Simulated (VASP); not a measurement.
Wanted: the native input for a VASP 6.6.1 run.

- Task: single point
- Functional: PBE
- Potentials or basis: VASP PAW PBE potentials, release 64 (Ni, Al)
- Cutoff: 520 eV
- k mesh: 8 × 8 × 8
- Occupations: fermi-dirac, width 0.05 eV
- Spin: collinear spin
- Starting moments: [0.65, -0.09, 0.18, 0.0] μB
- Dipole correction: no
- Further INCAR settings: ALGO = Normal; EDIFF = 1e-06; NBANDS = 28

The structure of AlNi3 lies in POSCAR:

```
AlNi3
1.0
    3.5230547267      0.0000000000      0.0000000000
    0.0000000000      3.5230547267      0.0000000000
    0.0000000000      0.0000000000      3.5230547267
Ni Al
3 1
Direct
    0.5000000000      0.5000000000      0.0000000000
    0.5000000000      0.0000000000      0.5000000000
    0.0000000000      0.5000000000      0.5000000000
    0.0000000000      0.0000000000      0.0000000000
```

One way to write it, as run:

INCAR

```
SYSTEM = AlNi3
PREC = Accurate
ENCUT = 520
EDIFF = 1E-6
ISMEAR = -1
SIGMA = 0.05
LREAL = .False.
LASPH = .True.
NELM = 150
ALGO = Normal
ISIF = 2
LWAVE = .False.
LCHARG = .False.
ISPIN = 2
MAGMOM = 0.65 -0.09 0.18 0
LORBIT = 11
LMAXMIX = 4
GGA = PE
NBANDS = 28
```

KPOINTS

```
Automatic mesh
0
Gamma
  8 8 8
  0 0 0
```

Potentials or basis: VASP PAW PBE potentials, release 64 (Ni, Al).

Run with:

```bash
$ cat potpaw_PBE.64/Ni/POTCAR potpaw_PBE.64/Al/POTCAR > POTCAR
$ mpirun -np 1 vasp_std > vasp.out
```

Results of the run:

```yaml
Pressure: 7.3 GPa
Net_moment: 0.67 μB per cell
Site_moments: Ni +0.24; Al -0.01 μB
Valence_electrons_inside_the_program's_atomic_spheres: Ni 9.45; Al 0.82
```

Caveat: the cell stands under pressure.

Wall time 11 min on 1 thread of Intel Xeon 8259CL, with other jobs on the host, peak memory 0.33 GiB.
